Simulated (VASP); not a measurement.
# Ta3Ag (P6_3/mmc) in VASP: notebook

Ta3Ag is run at these levels: PBE; tasks: single point.

Everything below comes from runs of VASP 6.6.1. Logs are shortened: lines on timing, memory, paths and dates and some standing lists are left out, and cuts for length are marked.

## Step 1: The cell of the first run

Symmetry: P6_3/mmc, No. 194, hexagonal system. The conventional cell has a = 5.886 Å, b = 5.886 Å, c = 4.836 Å, α = 90.00°, β = 90.00°, γ = 120.00°. Ta (site symmetry mm2) has 8 Ta at 2.91 to 2.98 Å and 4 Ag at 2.94 to 2.97 Å within 3.8 Å. Within 3.9 Å of Ag (site symmetry -6m2) lie 12 Ta at 2.94 to 2.97 Å.

## Step 2: Single point, PBE

Input file INCAR:

```
SYSTEM = Ta3Ag
ALGO = Normal
EDIFF = 1E-6
ENCUT = 520
GGA = PE
ISIF = 2
ISMEAR = 0
LASPH = .TRUE.
LCHARG = .FALSE.
LREAL = .FALSE.
LWAVE = .FALSE.
NBANDS = 54
NELM = 60
PREC = Accurate
SIGMA = 0.1
```

Input file KPOINTS:

```
k-points
0
G
  3 3 4
  0 0 0
```

Input file POSCAR:

```
Ta3Ag
1.0
    5.8862548868      0.0000000000      0.0000000000
   -2.9431274434      5.0976462651      0.0000000000
    0.0000000000      0.0000000000      4.8364472235
Ta Ag
6 2
Direct
    0.8354379764      0.6708759529      0.2500000000
    0.1645620236      0.8354379764      0.7500000000
    0.3291240471      0.1645620236      0.2500000000
    0.1645620236      0.3291240471      0.7500000000
    0.8354379764      0.1645620236      0.2500000000
    0.6708759529      0.8354379764      0.7500000000
    0.3333333333      0.6666666667      0.2500000000
    0.6666666667      0.3333333333      0.7500000000
```

Potentials or basis: VASP PAW PBE potentials, release 64 (Ta_pv, Ag).

On the command line:

```
cat potpaw_PBE.64/Ta_pv/POTCAR potpaw_PBE.64/Ag/POTCAR > POTCAR
mpirun -np 1 vasp_std > vasp.out
```

OUTCAR:

```text
SYSTEM = Ta3Ag
   EDIFF = 1E-6
   ENCUT = 520
   GGA = PE
   ISIF = 2
   ISMEAR = 0
   LASPH = .TRUE.
   LREAL = .FALSE.
   NELM = 60
   PREC = Accurate

 ion  position               nearest neighbor table
   1  0.835  0.671  0.250-   3 2.91   5 2.91   7 2.94   7 2.94   6 2.94   6 2.94   2 2.94   2 2.94
                             8 2.97   8 2.97   5 2.98   3 2.98
   2  0.165  0.835  0.750-   4 2.91   6 2.91   8 2.94   8 2.94   3 2.94   3 2.94   1 2.94   1 2.94
                             7 2.97   7 2.97   4 2.98   6 2.98
   3  0.329  0.165  0.250-   1 2.91   5 2.91   7 2.94   7 2.94   4 2.94   4 2.94   2 2.94   2 2.94
                             8 2.97   8 2.97   1 2.98   5 2.98
   4  0.165  0.329  0.750-   2 2.91   6 2.91   8 2.94   8 2.94   3 2.94   3 2.94   5 2.94   5 2.94
                             7 2.97   7 2.97   2 2.98   6 2.98
   5  0.835  0.165  0.250-   1 2.91   3 2.91   7 2.94   7 2.94   6 2.94   6 2.94   4 2.94   4 2.94
                             8 2.97   8 2.97   1 2.98   3 2.98
   6  0.671  0.835  0.750-   4 2.91   2 2.91   8 2.94   8 2.94   1 2.94   1 2.94   5 2.94   5 2.94
                             7 2.97   7 2.97   4 2.98   2 2.98
   7  0.333  0.667  0.250-   5 2.94   3 2.94   3 2.94   5 2.94   1 2.94   1 2.94   2 2.97   2 2.97
                             4 2.97   4 2.97   6 2.97   6 2.97
   8  0.667  0.333  0.750-   2 2.94   6 2.94   6 2.94   2 2.94   4 2.94   4 2.94   5 2.97   5 2.97
                             1 2.97   1 2.97   3 2.97   3 2.97

  LATTYP: Found a hexagonal cell.
 ALAT       =     5.8862548868
 C/A-ratio  =     0.8216510016

  Lattice vectors:

 A1 = (   5.8862548868,   0.0000000000,   0.0000000000)
 A2 = (  -2.9431274434,   5.0976462651,   0.0000000000)
 A3 = (   0.0000000000,   0.0000000000,   4.8364472235)

Analysis of symmetry for initial positions (statically):
=====================================================================
 Subroutine PRICEL returns:
 Original cell was already a primitive cell.

 Routine SETGRP: Setting up the symmetry group for a
 hexagonal supercell.

 Subroutine GETGRP returns: Found 24 space group operations
 (whereof 12 operations were pure point group operations)
 out of a pool of 24 trial point group operations.

The static configuration has the point symmetry D_3d.
 The point group associated with its full space group is D_6h.

Analysis of symmetry for dynamics (positions and initial velocities):
=====================================================================
 Subroutine PRICEL returns:
 Original cell was already a primitive cell.

 Routine SETGRP: Setting up the symmetry group for a
 hexagonal supercell.

 Subroutine GETGRP returns: Found 24 space group operations
 (whereof 12 operations were pure point group operations)
 out of a pool of 24 trial point group operations.

The dynamic configuration has the point symmetry D_3d.
 The point group associated with its full space group is D_6h.

 Subroutine INISYM returns: Found 24 space group operations
 (whereof 12 operations are pure point group operations),
 and found     1 'primitive' translations

----------------------------------------------------------------------------------------

                                     Primitive cell

  volume of cell :     145.1227

  direct lattice vectors                    reciprocal lattice vectors
     5.886254887  0.000000000  0.000000000     0.169887309  0.098084483  0.000000000
    -2.943127443  5.097646265  0.000000000     0.000000000  0.196168967  0.000000000
     0.000000000  0.000000000  4.836447223     0.000000000  0.000000000  0.206763344

  length of vectors
     5.886254887  5.886254887  4.836447223     0.196168967  0.196168967  0.206763344

  position of ions in fractional coordinates (direct lattice)
     0.835437976  0.670875953  0.250000000
     0.164562024  0.835437976  0.750000000
     0.329124047  0.164562024  0.250000000
     0.164562024  0.329124047  0.750000000
     0.835437976  0.164562024  0.250000000
     0.670875953  0.835437976  0.750000000
     0.333333333  0.666666667  0.250000000
     0.666666667  0.333333333  0.750000000

  ion indices of the primitive-cell ions
   primitive index   ion index
                 1           1
                 2           2
                 3           3
                 4           4
                 5           5
                 6           6
                 7           7
                 8           8

----------------------------------------------------------------------------------------

 KPOINTS: k-points

Automatic generation of k-mesh.
 Grid dimensions read from file:
 generate k-points for:    3    3    4

 Generating k-lattice:

  Cartesian coordinates                     Fractional coordinates (reciprocal lattice)
     0.056629103  0.032694828  0.000000000     0.333333333  0.000000000  0.000000000
     0.000000000  0.065389656  0.000000000     0.000000000  0.333333333  0.000000000
     0.000000000  0.000000000  0.051690836     0.000000000  0.000000000  0.250000000

  Length of vectors
     0.065389656  0.065389656  0.051690836

  Shift w.r.t. Gamma in fractional coordinates (k-lattice)
     0.000000000  0.000000000  0.000000000

 Subroutine IBZKPT returns following result:
 ===========================================

 Found      9 irreducible k-points:

 Following reciprocal coordinates:
            Coordinates               Weight
  0.000000  0.000000  0.000000      1.000000
  0.333333  0.000000  0.000000      6.000000
  0.333333  0.333333  0.000000      2.000000
  0.000000  0.000000  0.250000      2.000000
  0.333333  0.000000  0.250000     12.000000
  0.333333  0.333333  0.250000      4.000000
  0.000000  0.000000  0.500000      1.000000
  0.333333  0.000000  0.500000      6.000000
  0.333333  0.333333  0.500000      2.000000
   k-points           NKPTS =      9   k-points in BZ     NKDIM =      9   number of bands    NBANDS=     54
   number of dos      NEDOS =    301   number of ions     NIONS =      8
   total plane-waves  NPLWV =  82944
   dimension x,y,z NGX =    48 NGY =   48 NGZ =   36
   dimension x,y,z NGXF=    96 NGYF=   96 NGZF=   72
   ions per type =               6   2
   NGX,Y,Z   is equivalent  to a cutoff of  13.56, 13.56, 12.37 a.u.
   NGXF,Y,Z  is equivalent  to a cutoff of  27.11, 27.11, 24.75 a.u.
 SYSTEM =  Ta3Ag
   PREC   = accura    normal or accurate (medium, high low for compatibility)
   ISTART =      0    job   : 0-new  1-cont  2-samecut
   ICHARG =      2    charge: 1-file 2-atom 10-const
   ISPIN  =      1    spin polarized calculation?
   LNONCOLLINEAR =      F non collinear calculations
   LSORBIT =      F    spin-orbit coupling
   LASPH  =      T    aspherical Exc in radial PAW
   ENCUT  =  520.0 eV  38.22 Ry    6.18 a.u.  10.94 10.94  8.99*2*pi/ulx,y,z
   NELM   =     60;   NELMIN=  2; NELMDL= -5     # of ELM steps
   EDIFF  = 0.1E-05   stopping-criterion for ELM
   LREAL  =      F    real-space projection
   EDIFFG = 0.1E-04   stopping-criterion for IOM
   NSW    =      0    number of steps for IOM
   IBRION =     -1    ionic relax: 0-MD 1-quasi-New 2-CG
   NFREE  =      0    steps in history (QN), initial steepest desc. (CG)
   ISIF   =      2    stress and relaxation
   ISYM   =      2    0-nonsym 1-usesym 2-fastsym
   POTIM  = 0.5000    time-step for ionic-motion
   TEBEG  =    0.0;   TEEND  =   0.0 temperature during run
   PSTRESS=    0.0 pullay stress
   NELECT =      88.0000    total number of electrons
   NUPDOWN=      -1.0000    fix difference up-down
   EMIN   =  10.00;   EMAX   =-10.00  energy-range for DOS
   EFERMI =   0.00;   METHOD = LEGACY
   ISMEAR =     0;   SIGMA  =   0.10  broadening in eV -4-tet -1-fermi 0-gaus
   EFERMI_NEDOS =   21; number of points for ismear=-14 and -15
   IALGO  =     38    algorithm
   IMIX   =      4    mixing-type and parameters
     AMIX     =   0.40;   BMIX     =  1.00
     AMIX_MAG =   1.60;   BMIX_MAG =  1.00
  volume/ion in A,a.u.               =      18.14       122.42
  Fermi-wavevector in a.u.,A,eV,Ry     =   1.385662  2.618522 26.123992  1.920059
  Thomas-Fermi vector in A             =   2.510051
   LORBIT       =      0    0 simple, 1 ext, 2 COOP (PROOUT), +10 PAW based schemes
   GGA     = PE    functional components
   LHFCALC =     F    Hartree Fock is set to
   AEXX    =    0.0000 exact exchange contribution
   IVDW    =     0    specifies the selected vdW correction
   LEPSILON=     F    determine dielectric tensor
   LRPA    =     F    only Hartree local field effects (RPA)
 non-spin polarized calculation
 Gauss-broadening in eV      SIGMA  =   0.10
  energy-cutoff  :      520.00
  volume of cell :      145.12
 maximum number of plane-waves:      3936
 NGX is ok and might be reduce to    48
   NGX = 21   NGY = 21   NGZ = 17

 number of electron      87.9999999 magnetization

 Free energy of the ion-electron system (eV)
  ---------------------------------------------------
  ext. energy  EPLUGINS =         0.00000000
  ---------------------------------------------------
  free energy    TOTEN  =       -73.80211383 eV

  energy without entropy =      -73.74393917  energy(sigma->0) =      -73.77302650

 E-fermi :   6.4048     XC(G=0): -12.4372

 val. band max:        6.3402485714   @ k =   0.3333   0.3333   0.5000
 cond. band min:       6.4207567699   @ k =   0.3333   0.3333   0.2500
 fundamental gap:      0.0805081985
 Fermi energy:         6.4047922744

 k-point     1 :       0.0000    0.0000    0.0000
  band No.  band energies     occupation
      1     -28.2721      2.00000
      2     -28.1957      2.00000
      3     -28.0886      2.00000
      4     -27.9824      2.00000
      5     -27.9824      2.00000
      6     -27.9252      2.00000
[... 46 lines left out ...]
     53       9.8974      0.00000
     54      10.1128      0.00000

 k-point     2 :       0.3333    0.0000    0.0000
  band No.  band energies     occupation
      1     -28.1673      2.00000
      2     -28.1402      2.00000
      3     -28.0046      2.00000
      4     -27.9386      2.00000
      5     -27.9306      2.00000
      6     -27.9048      2.00000
[... 46 lines left out ...]
     53       9.4980      0.00000
     54       9.5181      0.00000

 k-point     3 :       0.3333    0.3333    0.0000
  band No.  band energies     occupation
      1     -28.1504      2.00000
      2     -28.0135      2.00000
      3     -27.9273      2.00000
      4     -27.9273      2.00000
      5     -27.8970      2.00000
      6     -27.8970      2.00000
[... 46 lines left out ...]
     53       9.6735      0.00000
     54       9.7625      0.00000

 k-point     4 :       0.0000    0.0000    0.2500
  band No.  band energies     occupation
      1     -28.2612      2.00000
      2     -28.2115      2.00000
      3     -28.0894      2.00000
      4     -28.0894      2.00000
      5     -28.0001      2.00000
      6     -28.0001      2.00000
[... 46 lines left out ...]
     53       9.5542      0.00000
     54       9.5542      0.00000

 k-point     5 :       0.3333    0.0000    0.2500
  band No.  band energies     occupation
      1     -28.1528      2.00000
      2     -28.1382      2.00000
      3     -28.0553      2.00000
      4     -28.0249      2.00000
      5     -28.0010      2.00000
      6     -27.9059      2.00000
[... 46 lines left out ...]
     53       9.2357      0.00000
     54       9.3050      0.00000

 k-point     6 :       0.3333    0.3333    0.2500
  band No.  band energies     occupation
      1     -28.0905      2.00000
      2     -28.0455      2.00000
      3     -28.0455      2.00000
      4     -28.0061      2.00000
      5     -27.9391      2.00000
      6     -27.9391      2.00000
[... 46 lines left out ...]
     53       8.9299      0.00000
     54       9.7846      0.00000

 k-point     7 :       0.0000    0.0000    0.5000
  band No.  band energies     occupation
      1     -28.2365      2.00000
      2     -28.2365      2.00000
      3     -28.0986      2.00000
      4     -28.0986      2.00000
      5     -28.0986      2.00000
      6     -28.0986      2.00000
[... 46 lines left out ...]
     53       9.1416      0.00000
     54       9.1416      0.00000

 k-point     8 :       0.3333    0.0000    0.5000
  band No.  band energies     occupation
      1     -28.1491      2.00000
      2     -28.1491      2.00000
      3     -28.0520      2.00000
      4     -28.0520      2.00000
      5     -28.0215      2.00000
      6     -28.0215      2.00000
[... 46 lines left out ...]
     53       9.1002      0.00000
     54       9.1002      0.00000

 k-point     9 :       0.3333    0.3333    0.5000
  band No.  band energies     occupation
      1     -28.0618      2.00000
      2     -28.0618      2.00000
      3     -28.0257      2.00000
      4     -28.0257      2.00000
      5     -28.0121      2.00000
      6     -28.0121      2.00000
[... 46 lines left out ...]
     53       8.9903      0.00000
     54       8.9903      0.00000

------------------------ aborting loop because EDIFF is reached ----------------------------------------

  FORCE on cell =-STRESS in cart. coord.  units (eV):
  Direction    XX          YY          ZZ          XY          YZ          ZX
  --------------------------------------------------------------------------------------
  -------------------------------------------------------------------------------------
  Total       -0.3431846     -0.3431846     -0.1655535      0.0000000     -0.0000000     -0.0000000
  in kB       -3.7888129     -3.7888129     -1.8277369      0.0000000     -0.0000000     -0.0000000
  external PRESSURE =      -3.1351209 kB  Pullay stress =       0.0000000 kB

 VOLUME and BASIS-vectors are now :
 -----------------------------------------------------------------------------
  energy-cutoff  :      520.00
  volume of cell :      145.12
      direct lattice vectors                 reciprocal lattice vectors
     5.886254887  0.000000000  0.000000000     0.169887309  0.098084483  0.000000000
    -2.943127443  5.097646265  0.000000000     0.000000000  0.196168967  0.000000000
     0.000000000  0.000000000  4.836447223     0.000000000  0.000000000  0.206763344

 POSITION                                       TOTAL-FORCE (eV/Angst)
 -----------------------------------------------------------------------------------
      2.94313      3.41989      1.20911        -0.000000      0.029901      0.000000
     -1.49015      4.25877      3.62734        -0.025895      0.014951     -0.000000
      1.45298      0.83888      1.20911        -0.025895     -0.014951     -0.000000
      0.00000      1.67776      3.62734         0.000000     -0.029901     -0.000000
      4.43327      0.83888      1.20911         0.025895     -0.014951      0.000000
      1.49015      4.25877      3.62734         0.025895      0.014951      0.000000
     -0.00000      3.39843      1.20911        -0.000000     -0.000000      0.000000
      2.94313      1.69922      3.62734        -0.000000      0.000000      0.000000
 -----------------------------------------------------------------------------------
    total drift:                               -0.000000      0.000000      0.000000

  FREE ENERGIE OF THE ION-ELECTRON SYSTEM (eV)
  ---------------------------------------------------
  free  energy   TOTEN  =       -73.8021138278 eV

  energy  without entropy=      -73.7439391670  energy(sigma->0) =      -73.77302650
```

Wall time 75 s (1 thread of Intel Xeon Platinum 8259CL at 2.50GHz (Skylake/Cascade Lake), shared host); peak memory 0.29 GiB.

What came out:

```
Free energy            : -73.8021 eV
Pressure               : -0.3 GPa
Largest force          : 0.030 eV/Å
Band gap on the k mesh : zero (band 44 reaches 6.98 eV, above the bottom of band 45 at 6.33 eV)
```

Forces on the atoms (eV/Å):
```
Ta   0.000  0.030  0.000
Ta  -0.026  0.015  0.000
Ta  -0.026 -0.015  0.000
Ta   0.000 -0.030  0.000
Ta   0.026 -0.015  0.000
Ta   0.026  0.015  0.000
Ag   0.000  0.000  0.000
Ag   0.000  0.000  0.000
```

Caveat: the k points lie up to 0.41 Å⁻¹ apart; spin-orbit coupling is left out, which moves the levels of the heavy elements.

(Continued in part 2 of 2.)
